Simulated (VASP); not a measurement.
Here is a VASP 6.6.1 calculation.

POSCAR

```
CaO
1.0
    2.9691216172      0.0000000000      0.0000000000
    0.0000000000      2.9691216172      0.0000000000
    0.0000000000      0.0000000000      2.9691216172
Ca O
1 1
Direct
    0.0000000000      0.0000000000      0.0000000000
    0.5000000000      0.5000000000      0.5000000000
```

The input INCAR.step1:

```
ALGO = Normal
EDIFF = 1E-4
ENCUT = 520
GGA = PE
ISMEAR = 0
LASPH = True
LCHARG = False
LREAL = False
LWAVE = True
NBANDS = 15
NELM = 60
PREC = Accurate
SIGMA = 0.05
```

Contents of INCAR.step2:

```
ALGO = Normal
EDIFF = 1E-7
ENCUT = 520
ISIF = 2
ISMEAR = 0
ISTART = 1
LASPH = True
LCHARG = False
LMIXTAU = True
LREAL = False
LWAVE = False
METAGGA = R2SCAN
NBANDS = 15
NELM = 60
PREC = Accurate
SIGMA = 0.05
```

KPOINTS

```
k-points
0
Gamma
  8 8 8
```

Potentials or basis: VASP PAW PBE potentials, release 64 (Ca_sv, O).

The run is started by

```bash
$ cat potpaw_PBE.64/Ca_sv/POTCAR potpaw_PBE.64/O/POTCAR > POTCAR
$ cp INCAR.step1 INCAR
$ mpirun -np 1 vasp_std > vasp.out
$ cp INCAR.step2 INCAR
$ mpirun -np 1 vasp_std > vasp.out
```

(1) Predict the pressure.

(2) What does it give for the band gap on the k mesh?

Results:

(1) -6.3 GPa.

(2) 3.29 eV, indirect (least direct gap 3.60 eV).

Caveat: the PAW data sets were made with another functional, which shifts forces and pressure a little.
